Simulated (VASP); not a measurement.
Input of a VASP 6.6.1 run:

INCAR

```
PREC     = Accurate       # precision mode
ENCUT    = 520            # plane-wave cutoff, eV
EDIFF    = 1E-8           # SCF threshold, eV
ISMEAR   = -1             # smearing method
SIGMA    = 0.02           # smearing width, eV
LREAL    = F              # projectors in reciprocal space
LASPH    = T              # aspherical terms in the spheres
NELM     = 100            # most SCF steps
ALGO     = Normal         # electronic algorithm
ISIF     = 2              # what is computed and relaxed
LWAVE    = F              # write WAVECAR
LCHARG   = F              # write CHGCAR
LEFG     = T            
NBANDS   = 17             # bands
```

Contents of KPOINTS:

```
Automatic mesh
0
Gamma
  9 9 9
```

The input POSCAR:

```
SnSe
1.0
    0.0000000000      3.1003000000      3.0100000000
    3.1003000000      0.0000000000      3.0100000000
    3.1003000000      3.1003000000      0.0000000000
Sn Se
1 1
Direct
    0.0000000000      0.0000000000      0.0000000000
    0.5000000000      0.5000000000      0.5000000000
```

Potentials or basis: VASP PAW LDA potentials, release 64 (Sn_d, Se).

The run is started by

```sh
$ cat potpaw_LDA.64/Sn_d/POTCAR potpaw_LDA.64/Se/POTCAR > POTCAR
$ mpirun -np 1 vasp_std > vasp.out
```

**Question.** Predict the band gap on the k mesh.

**Answer.** 0.59 eV, indirect (least direct gap 0.63 eV).

**Question.** Estimate the pressure.

**Answer.** -5.4 GPa.

Stress tensor (GPa, compression positive):
```
-6.31  0.00  0.00
 0.00 -6.31  0.00
 0.00  0.00 -3.70
```

Caveat: the cell differs from its parent crystal (equal xx and yy strain of +3 %); without QUAD_EFG the Cq values of the log hold for a quadrupole moment of 1 mb, not for the nuclei; spin-orbit coupling is left out, which moves the levels of the heavy elements. A k mesh can miss the band edges.
